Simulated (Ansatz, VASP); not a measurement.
## Two plane-wave programs on PbS

The input POSCAR:

```
PbS
1.0
    3.6536590000      0.0000000000      0.0000000000
    0.0000000000      3.6536590000      0.0000000000
    0.0000000000      0.0000000000      3.6536590000
Pb S
1 1
Direct
    0.0000000000      0.0000000000      0.0000000000
    0.5000000000      0.5000000000      0.5000000000
```

Contents of INCAR.step1:

```
SYSTEM = PbS
ALGO = Normal
EDIFF = 1E-5
ENCUT = 600
GGA = PE
ISMEAR = -1
LASPH = .TRUE.
LCHARG = .FALSE.
LREAL = .FALSE.
LWAVE = .TRUE.
NBANDS = 17
NELM = 60
PREC = Accurate
SIGMA = 0.05
```

The input INCAR.step2:

```
SYSTEM = PbS
AEXX = 1.0
AGGAC = 0.0
ALDAC = 0.0
ALGO = Normal
EDIFF = 1E-6
EDIFFG = -0.01
ENCUT = 600
GGA = PE
IBRION = 2
ISIF = 3
ISMEAR = -1
ISTART = 1
LASPH = .TRUE.
LCHARG = .FALSE.
LHFCALC = .TRUE.
LREAL = .FALSE.
LWAVE = .FALSE.
NELM = 60
NSW = 60
PREC = Accurate
PRECFOCK = Normal
SIGMA = 0.05
```

KPOINTS

```
k-points
0
G
  4 4 4
  0 0 0
```

The input input:

```
crystal:
  lattice:
    - [3.653659, 0.0, 0.0]
    - [0.0, 3.653659, 0.0]
    - [0.0, 0.0, 3.653659]
  atoms:
    - { symbol: Pb, position: [0.0, 0.0, 0.0] }
    - { symbol: S, position: [0.5, 0.5, 0.5] }
hamiltonian:
  xc: hf
  pseudopotentials: { kind: paw }
kpoints:
  mp_grid: { grid: [4, 4, 4] }
scf:
  occupations: { method: fermi_dirac, width: 0.05 }
output:
  forces: true
  stress: true
  eigenvalues: true
relax:
  f_tol: 0.01
  max_steps: 40
  cell: { stress_tol: 0.05 }
```

Alike in both runs: task relaxation of cell and atoms; functional HF; k mesh 4 × 4 × 4; occupations fermi-dirac, width 0.05 eV; no spin polarisation.

|  | VASP | Ansatz |
| --- | --- | --- |
| version | VASP 6.6.1 | Ansatz 0.2.0 |
| potentials or method | VASP PAW PBE potentials, release 64 (Pb_d, S) | Ansatz PAW |
| plane-wave cutoff (eV) | 600 | 420 |
| valence electrons in the cell | 20 | 20 |

Ansatz gave:

| Item | Value |
| --- | --- |
| gap on the k mesh at the Fermi level, each at its own relaxed structure (eV) | 4.89 |
| relaxed volume (Å³/atom) | 26.60 |
| relaxed length of the cell vector where the two differ most in proportion (Å) | 3.761 |

Problem. Which values does VASP return?

Solution. gap on the k mesh at the Fermi level, each at its own relaxed structure (eV): 5.01; relaxed volume (Å³/atom): 26.36; relaxed length of the cell vector where the two differ most in proportion (Å): 3.750.

VASP's potentials were made for PBE, not for HF.

The k mesh is coarse, so the values compare programs but aren't converged. Spin-orbit coupling is off throughout. Noted on Ansatz's run: the plane-wave basis is chosen anew once the cell has moved, so the energies of steps on either side of that aren't comparable.
